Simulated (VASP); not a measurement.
A run of VASP 6.6.1 is set up as follows.

Contents of INCAR:

```
PREC = Accurate ; ENCUT = 500
EDIFF = 1E-6 ; ISMEAR = 1
SIGMA = 0.1 ; LREAL = False
LASPH = True ; NELM = 120
ALGO = Normal ; ISIF = 2
LWAVE = False ; LCHARG = False
GGA = PS ; NBANDS = 8
GGA_COMPAT = False
```

Contents of KPOINTS:

```
regular mesh
0
Gamma
  18 18 18
```

File POSCAR:

```
Si
1.0
    0.0000000000      1.6700000000      1.7535000000
    1.6700000000      0.0000000000      1.7535000000
    1.6700000000      1.6700000000      0.0000000000
Si
1
Direct
    0.0000000000      0.0000000000      0.0000000000
```

Potentials or basis: VASP PAW PBE potentials, release 64 (Si).

Launch:

```bash
$ cat potpaw_PBE.64/Si/POTCAR > POTCAR
$ mpirun -np 1 vasp_std > vasp.out
```

(1) Estimate the band gap on the k mesh.

(2) What does it give for the pressure?

Results:

(1) zero (bands 2 and 3 overlap by 16.79 eV).

(2) 73.2 GPa.

Caveat: the cell stands under pressure; the PAW data sets were made with another functional, which shifts forces and pressure a little.
